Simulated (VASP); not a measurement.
Input of a VASP 6.6.1 run:

The input INCAR:

```
ALGO     = Normal         # electronic algorithm
EDIFF    = 1E-6           # SCF threshold, eV
ENCUT    = 520            # plane-wave cutoff, eV
GGA      = CA             # functional
ISIF     = 2              # what is computed and relaxed
ISMEAR   = -1             # smearing method
LASPH    = T              # aspherical terms in the spheres
LCHARG   = F              # write CHGCAR
LREAL    = F              # projectors in reciprocal space
LWAVE    = F              # write WAVECAR
NBANDS   = 22             # bands
NELM     = 80             # most SCF steps
PREC     = Accurate       # precision mode
SIGMA    = 0.13605693000000002 # smearing width, eV
```

Contents of KPOINTS:

```
k-points
0
Gamma
  9 9 9
```

File POSCAR:

```
Rh
1.0
    0.0000000000      2.6983071235      2.6983071235
    2.6983071235      0.0000000000      2.6983071235
    2.6983071235      2.6983071235      0.0000000000
Rh
2
Direct
    0.0000000000      0.0000000000      0.0000000000
    0.2500000000      0.2500000000      0.2500000000
```

Potentials or basis: VASP PAW LDA potentials, release 64 (Rh_pv).

Launch:

```bash
$ cat potpaw_LDA.64/Rh_pv/POTCAR > POTCAR
$ mpirun -np 1 vasp_std > vasp.out
```

Problem. Estimate the pressure.

Solution. 0.5 GPa.

Problem. Predict the band gap on the k mesh.

Solution. Zero (band 15 reaches 7.55 eV, above the bottom of band 16 at 6.48 eV).
